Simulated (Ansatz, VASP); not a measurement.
Two plane-wave programs on Sn

INCAR

```
SYSTEM = Sn
PREC = Accurate ; ENCUT = 520
EDIFF = 1E-7 ; ISMEAR = -1
SIGMA = 0.1 ; LREAL = .FALSE.
LASPH = .TRUE. ; NELM = 80
ALGO = Normal ; ISIF = 2
LWAVE = .FALSE. ; LCHARG = .FALSE.
GGA = PE ; NBANDS = 21
```

File KPOINTS:

```
regular mesh
0
G
  7 7 7
  0 0 0
```

Contents of POSCAR:

```
Sn
1.0
    0.0000000000      3.3289000152      3.3289000152
    3.3289000152      0.0000000000      3.3289000152
    3.3289000152      3.3289000152      0.0000000000
Sn
2
Direct
    0.5000000000      0.5000000000      0.5000000000
    0.7500000000      0.7500000000      0.7500000000
```

Input for Ansatz:

```yaml
crystal:
  lattice:
    - [0.0, 3.3289000152, 3.3289000152]
    - [3.3289000152, 0.0, 3.3289000152]
    - [3.3289000152, 3.3289000152, 0.0]
  atoms:
    - { symbol: Sn, position: [0.5, 0.5, 0.5] }
    - { symbol: Sn, position: [0.75, 0.75, 0.75] }
hamiltonian:
  xc: pbe
  pseudopotentials:
    kind: paw
    azcp:
      Sn: "pseudopotentials/Sn.paw.azcp"
basis:
  ecutwfc: 420
  fft_grid_basis: typed
kpoints:
  mp_grid: { grid: [7, 7, 7], shift: [0, 0, 0] }
magnetization:
  spin_polarized: false
scf:
  occupations: { method: fermi_dirac, width: 0.1 }
  lower_state_search: "off"
output:
  stress: true
```

Alike in both runs: task single point; functional PBE; k mesh 7 × 7 × 7; occupations fermi-dirac, width 0.1 eV; no spin polarisation.

```csv
,VASP,Ansatz
version,VASP 6.6.1,Ansatz 0.2.0
potentials or method,"VASP PAW PBE potentials, release 64 (Sn_d), cutoff 520 eV","plane waves (420 eV) with PAW, scalar-relativistic"
valence electrons in the cell,28,28
```

```tsv
	VASP	Ansatz	Ansatz less VASP
pressure (GPa)	0.0	0.0	+0.05
```

The functional is the same, so the differences come from potentials, cutoffs and numerics.
